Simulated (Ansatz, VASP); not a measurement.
One calculation of Re, two programs

INCAR

```
AGGAC = 1.0 ; AGGAX = 1.0
ALDAC = 0.0 ; ALDAX = 1.0
ALGO = Normal ; EDIFF = 1E-6
ENCUT = 560 ; GGA = B5
GGA_COMPAT = False ; ISIF = 2
ISMEAR = -1 ; LASPH = True
LCHARG = False ; LREAL = False
LWAVE = False ; NBANDS = 14
NELM = 120 ; PREC = Accurate
SIGMA = 0.1
```

KPOINTS

```
k-points
0
Gamma
  15 15 15
```

File POSCAR:

```
Re
1.0
    0.0000000000      1.9558767108      1.9558767108
    1.9558767108      0.0000000000      1.9558767108
    1.9558767108      1.9558767108      0.0000000000
Re
1
Direct
    0.0000000000      0.0000000000      0.0000000000
```

Input for Ansatz:

```yaml
crystal:
  lattice:
    - [0.0, 1.9558767108, 1.9558767108]
    - [1.9558767108, 0.0, 1.9558767108]
    - [1.9558767108, 1.9558767108, 0.0]
  atoms:
    - { symbol: Re, position: [0.0, 0.0, 0.0] }
hamiltonian:
  xc: blyp
  pseudopotentials:
    kind: paw
    azcp:
      Re: "pseudopotentials/Re.paw.azcp"
basis:
  ecutwfc: 420
  fft_grid_basis: typed
kpoints:
  mp_grid: { grid: [15, 15, 15], shift: [0, 0, 0] }
magnetization:
  spin_polarized: false
scf:
  occupations: { method: fermi_dirac, width: 0.1 }
  lower_state_search: "off"
output:
  stress: true
```

Alike in both runs: task single point; functional BLYP; k mesh 15 × 15 × 15; occupations fermi-dirac, width 0.1 eV; no spin polarisation.

|  | VASP | Ansatz |
| --- | --- | --- |
| version | VASP 6.6.1 | Ansatz 0.2.0 |
| potentials or method | VASP PAW PBE potentials, release 64 (Re_sv_GW), cutoff 560 eV | plane waves (420 eV) with PAW, scalar-relativistic |
| valence electrons in the cell | 15 | 15 |

|  | VASP | Ansatz | Ansatz less VASP |
| --- | --- | --- | --- |
| pressure (GPa) | 14.6 | 14.5 | -0.13 |

VASP's potentials were made for PBE, not for BLYP. The functional is the same, so the differences come from potentials, cutoffs and numerics.

Neither program's run includes spin-orbit coupling.
